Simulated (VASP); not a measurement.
# CaF2 (CaF2 (Fm-3m)) (Fm-3m) in VASP: notebook, part 2 of 2

VASP 6.6.1. The steps go on from the part before.

## Step 3: Single point, r2SCANh

POSCAR reads:

```
CaF2
1.0
    0.0000000000      2.7558795700      2.7558795700
    2.7558795700      0.0000000000      2.7558795700
    2.7558795700      2.7558795700      0.0000000000
Ca F
1 2
Direct
    0.0000000000      0.0000000000      0.0000000000
    0.7500000000      0.7500000000      0.7500000000
    0.2500000000      0.2500000000      0.2500000000
```

INCAR.step1 reads:

```
PREC     = Accurate       # precision mode
ENCUT    = 580            # plane-wave cutoff, eV
EDIFF    = 1E-5           # SCF threshold, eV
ISMEAR   = -1             # smearing method
SIGMA    = 0.01           # smearing width, eV
LREAL    = False          # projectors in reciprocal space
LASPH    = True           # aspherical terms in the spheres
NELM     = 120            # most SCF steps
ALGO     = Normal         # electronic algorithm
ISIF     = 2              # what is computed and relaxed
LWAVE    = True           # write WAVECAR
GGA      = PE             # functional
NBANDS   = 19             # bands
GGA_COMPAT= False
```

INCAR.step2 reads:

```
PREC     = Accurate       # precision mode
ENCUT    = 580            # plane-wave cutoff, eV
EDIFF    = 1E-6           # SCF threshold, eV
ISMEAR   = -1             # smearing method
SIGMA    = 0.01           # smearing width, eV
LREAL    = False          # projectors in reciprocal space
LASPH    = True           # aspherical terms in the spheres
NELM     = 120            # most SCF steps
ALGO     = Normal         # electronic algorithm
ISIF     = 2              # what is computed and relaxed
LWAVE    = False          # write WAVECAR
LCHARG   = True           # write CHGCAR
METAGGA  = R2SCAN         # meta-GGA
LHFCALC  = True           # exact exchange
AEXX     = 0.1            # exact-exchange fraction
LMIXTAU  = True         
PRECFOCK = Normal       
LELF     = True           # ELF
LVHAR    = True         
ISTART   = 1            
NBANDS   = 19             # bands
GGA_COMPAT= False
```

KPOINTS reads:

```
Automatic mesh
0
Gamma
  2 2 2
  0.25 0.25 0.25
```

Potentials or basis: VASP PAW PBE potentials, release 64 (Ca_sv, F).

The run is started by

```console
> cat potpaw_PBE.64/Ca_sv/POTCAR potpaw_PBE.64/F/POTCAR > POTCAR
> cp INCAR.step1 INCAR
> mpirun -np 1 vasp_std > vasp.out
> cp INCAR.step2 INCAR
> mpirun -np 1 vasp_std > vasp.out
```

OUTCAR:

```text
PREC = Accurate
   ENCUT = 580
   EDIFF = 1E-6
   ISMEAR = -1
   LREAL = False
   LASPH = True
   NELM = 120
   ISIF = 2
   METAGGA = R2SCAN
   LHFCALC = True
   AEXX = 0.1
   PRECFOCK = Normal
   ISTART = 1

 ion  position               nearest neighbor table
   1  0.000  0.000  0.000-   2 2.39   2 2.39   2 2.39   2 2.39   3 2.39   3 2.39   3 2.39   3 2.39

   2  0.750  0.750  0.750-   1 2.39   1 2.39   1 2.39   1 2.39
   3  0.250  0.250  0.250-   1 2.39   1 2.39   1 2.39   1 2.39

  LATTYP: Found a face centered cubic cell.
 ALAT       =     5.5117591400

  Lattice vectors:

 A1 = (   0.0000000000,   2.7558795700,   2.7558795700)
 A2 = (   2.7558795700,   0.0000000000,   2.7558795700)
 A3 = (   2.7558795700,   2.7558795700,   0.0000000000)

Analysis of symmetry for initial positions (statically):
=====================================================================
 Subroutine PRICEL returns:
 Original cell was already a primitive cell.

 Routine SETGRP: Setting up the symmetry group for a
 face centered cubic supercell.

 Subroutine GETGRP returns: Found 48 space group operations
 (whereof 48 operations were pure point group operations)
 out of a pool of 48 trial point group operations.

The static configuration has the point symmetry O_h .

Analysis of symmetry for dynamics (positions and initial velocities):
=====================================================================
 Subroutine PRICEL returns:
 Original cell was already a primitive cell.

 Routine SETGRP: Setting up the symmetry group for a
 face centered cubic supercell.

 Subroutine GETGRP returns: Found 48 space group operations
 (whereof 48 operations were pure point group operations)
 out of a pool of 48 trial point group operations.

The dynamic configuration has the point symmetry O_h .

 Subroutine INISYM returns: Found 48 space group operations
 (whereof 48 operations are pure point group operations),
 and found     1 'primitive' translations

----------------------------------------------------------------------------------------

                                     Primitive cell

  volume of cell :      41.8611

  direct lattice vectors                    reciprocal lattice vectors
     0.000000000  2.755879570  2.755879570    -0.181430279  0.181430279  0.181430279
     2.755879570  0.000000000  2.755879570     0.181430279 -0.181430279  0.181430279
     2.755879570  2.755879570  0.000000000     0.181430279  0.181430279 -0.181430279

  length of vectors
     3.897402264  3.897402264  3.897402264     0.314246462  0.314246462  0.314246462

  position of ions in fractional coordinates (direct lattice)
     0.000000000  0.000000000  0.000000000
     0.750000000  0.750000000  0.750000000
     0.250000000  0.250000000  0.250000000

  ion indices of the primitive-cell ions
   primitive index   ion index
                 1           1
                 2           2
                 3           3

----------------------------------------------------------------------------------------

 KPOINTS: Automatic mesh

Automatic generation of k-mesh.
 Grid dimensions read from file:
 generate k-points for:    2    2    2

 Generating k-lattice:

  Cartesian coordinates                     Fractional coordinates (reciprocal lattice)
    -0.090715140  0.090715140  0.090715140     0.500000000  0.000000000  0.000000000
     0.090715140 -0.090715140  0.090715140     0.000000000  0.500000000  0.000000000
     0.090715140  0.090715140 -0.090715140     0.000000000  0.000000000  0.500000000

  Length of vectors
     0.157123231  0.157123231  0.157123231

  Shift w.r.t. Gamma in fractional coordinates (k-lattice)
     0.250000000  0.250000000  0.250000000

 Subroutine IBZKPT returns following result:
 ===========================================

 Found      4 irreducible k-points:

 Following reciprocal coordinates:
            Coordinates               Weight
  0.125000  0.125000  0.125000      8.000000
 -0.375000  0.125000  0.125000     24.000000
 -0.375000 -0.375000  0.125000     24.000000
 -0.375000 -0.375000 -0.375000      8.000000
   k-points           NKPTS =      4   k-points in BZ     NKDIM =     64   number of bands    NBANDS=     19
   number of dos      NEDOS =    301   number of ions     NIONS =      3
   total plane-waves  NPLWV =  32768
   dimension x,y,z NGX =    32 NGY =   32 NGZ =   32
   dimension x,y,z NGXF=    64 NGYF=   64 NGZF=   64
   ions per type =               1   2
   NGX,Y,Z   is equivalent  to a cutoff of  13.65, 13.65, 13.65 a.u.
   NGXF,Y,Z  is equivalent  to a cutoff of  27.30, 27.30, 27.30 a.u.
 SYSTEM =  unknown system
   PREC   = accura    normal or accurate (medium, high low for compatibility)
   ISTART =      1    job   : 0-new  1-cont  2-samecut
   ICHARG =      0    charge: 1-file 2-atom 10-const
   ISPIN  =      1    spin polarized calculation?
   LNONCOLLINEAR =      F non collinear calculations
   LSORBIT =      F    spin-orbit coupling
   LASPH  =      T    aspherical Exc in radial PAW
   ENCUT  =  580.0 eV  42.63 Ry    6.53 a.u.   7.65  7.65  7.65*2*pi/ulx,y,z
   NELM   =    120;   NELMIN=  2; NELMDL=  0     # of ELM steps
   EDIFF  = 0.1E-05   stopping-criterion for ELM
   LREAL  =      F    real-space projection
   EDIFFG = 0.1E-04   stopping-criterion for IOM
   NSW    =      0    number of steps for IOM
   IBRION =     -1    ionic relax: 0-MD 1-quasi-New 2-CG
   NFREE  =      0    steps in history (QN), initial steepest desc. (CG)
   ISIF   =      2    stress and relaxation
   ISYM   =      3    0-nonsym 1-usesym 2-fastsym
   POTIM  = 0.5000    time-step for ionic-motion
   TEBEG  =    0.0;   TEEND  =   0.0 temperature during run
   PSTRESS=    0.0 pullay stress
   NELECT =      24.0000    total number of electrons
   NUPDOWN=      -1.0000    fix difference up-down
   EMIN   =  10.00;   EMAX   =-10.00  energy-range for DOS
   EFERMI =   0.00;   METHOD = LEGACY
   ISMEAR =    -1;   SIGMA  =   0.01  broadening in eV -4-tet -1-fermi 0-gaus
   EFERMI_NEDOS =   21; number of points for ismear=-14 and -15
   IALGO  =     38    algorithm
   IMIX   =      1    mixing-type and parameters
     AMIX     =   0.40;   BMIX     =  1.00
     AMIX_MAG =   1.60;   BMIX_MAG =  1.00
  volume/ion in A,a.u.               =      13.95        94.16
  Fermi-wavevector in a.u.,A,eV,Ry     =   1.360009  2.570044 25.165657  1.849624
  Thomas-Fermi vector in A             =   2.486708
   LORBIT       =      0    0 simple, 1 ext, 2 COOP (PROOUT), +10 PAW based schemes
   METAGGA = R2SCAN    functional components
   LHFCALC =     T    Hartree Fock is set to
   PRECFOCK=normal    Normal, Fast or Accurate (Low or Medium for compatibility)
   ENCUT4O =  -1.0   cutoff for four orbital integrals eV
   NKREDX  =     1    reduce k-point grid by
   NKREDY  =     1    reduce k-point grid by
   NKREDZ  =     1    reduce k-point grid by
   AEXX    =    0.1000 exact exchange contribution
   HFSCREEN=    0.0000 screening length (either q_TF or 0.3 A-1)
   HFSCREENC=   0.0000 screening length for correlation (either q_TF or 0.3 A-1)
   ENCUTFOCK=  -1.0 apply spherical cutoff to Coloumb kernel
   IVDW    =     0    specifies the selected vdW correction
   LEPSILON=     F    determine dielectric tensor
   LRPA    =     F    only Hartree local field effects (RPA)
 non-spin polarized calculation
  energy-cutoff  :      580.00
  volume of cell :       41.86
 maximum number of plane-waves:      1333
 NGX is ok and might be reduce to    32
  NGX = 24; NGY = 24; NGZ = 24

 number of electron      24.0000003 magnetization

 Free energy of the ion-electron system (eV)
  ---------------------------------------------------
  ext. energy  EPLUGINS =         0.00000000
  ---------------------------------------------------
  free energy    TOTEN  =       -26.67660247 eV

  energy without entropy =      -26.67660247  energy(sigma->0) =      -26.67660247

 E-fermi :  -2.1889     XC(G=0):  -9.2019

 val. band max:       -2.5253284986   @ k =  -0.3750  -0.3750   0.1250
 cond. band min:       6.7765455320   @ k =   0.1250   0.1250   0.1250
 fundamental gap:      9.3018740305
 Fermi energy:        -2.1888906834

 k-point     1 :       0.1250    0.1250    0.1250
  band No.  band energies     occupation
      1     -40.4309      2.00000
      2     -23.9238      2.00000
      3     -23.2107      2.00000
      4     -20.0344      2.00000
      5     -20.0344      2.00000
      6     -19.9785      2.00000
[... 65 lines left out ...]
      6     -19.7179      2.00000
[... 11 lines left out ...]
     18      10.6468      0.00000
     19      13.3766      0.00000

------------------------ aborting loop because EDIFF is reached ----------------------------------------

  FORCE on cell =-STRESS in cart. coord.  units (eV):
  Direction    XX          YY          ZZ          XY          YZ          ZX
  --------------------------------------------------------------------------------------
  -------------------------------------------------------------------------------------
  Total       -0.8032982     -0.8032982     -0.8032982      0.0000000      0.0000000      0.0000000
  in kB      -30.7451553    -30.7451553    -30.7451553      0.0000000      0.0000000      0.0000000
  external PRESSURE =     -30.7451553 kB  Pullay stress =       0.0000000 kB

 VOLUME and BASIS-vectors are now :
 -----------------------------------------------------------------------------
  energy-cutoff  :      580.00
  volume of cell :       41.86
      direct lattice vectors                 reciprocal lattice vectors
     0.000000000  2.755879570  2.755879570    -0.181430279  0.181430279  0.181430279
     2.755879570  0.000000000  2.755879570     0.181430279 -0.181430279  0.181430279
     2.755879570  2.755879570  0.000000000     0.181430279  0.181430279 -0.181430279

 POSITION                                       TOTAL-FORCE (eV/Angst)
 -----------------------------------------------------------------------------------
      0.00000      0.00000      0.00000        -0.000000     -0.000000     -0.000000
      4.13382      4.13382      4.13382        -0.000000     -0.000000     -0.000000
      1.37794      1.37794      1.37794         0.000000      0.000000      0.000000
 -----------------------------------------------------------------------------------
    total drift:                                0.000000     -0.000000      0.000000

  FREE ENERGIE OF THE ION-ELECTRON SYSTEM (eV)
  ---------------------------------------------------
  free  energy   TOTEN  =       -26.6766024669 eV

  energy  without entropy=      -26.6766024669  energy(sigma->0) =      -26.67660247
```

Wall time 4.6 min (1 thread of Intel Xeon Platinum 8375C at 2.90GHz (Ice Lake), shared host); peak memory 0.2 GiB.

Results:

| Item | Value |
| --- | --- |
| Free energy | -26.6766 eV |
| Pressure | -3.1 GPa |
| Band gap on the k mesh | 9.30 eV, indirect (least direct gap 9.52 eV) |

Levels at points of the mesh, in eV from the valence-band top:
```csv
k point,band 9,band 10,band 11,band 12,band 13,band 14,band 15,band 16
"(0.12, 0.12, 0.12)",-1.82,-0.31,-0.22,-0.22,9.30,11.30,11.30,13.25
```

Caveat: the k points lie up to 0.99 Å⁻¹ apart; the PAW data sets were made with another functional, which shifts forces and pressure a little. A k mesh can miss the band edges.
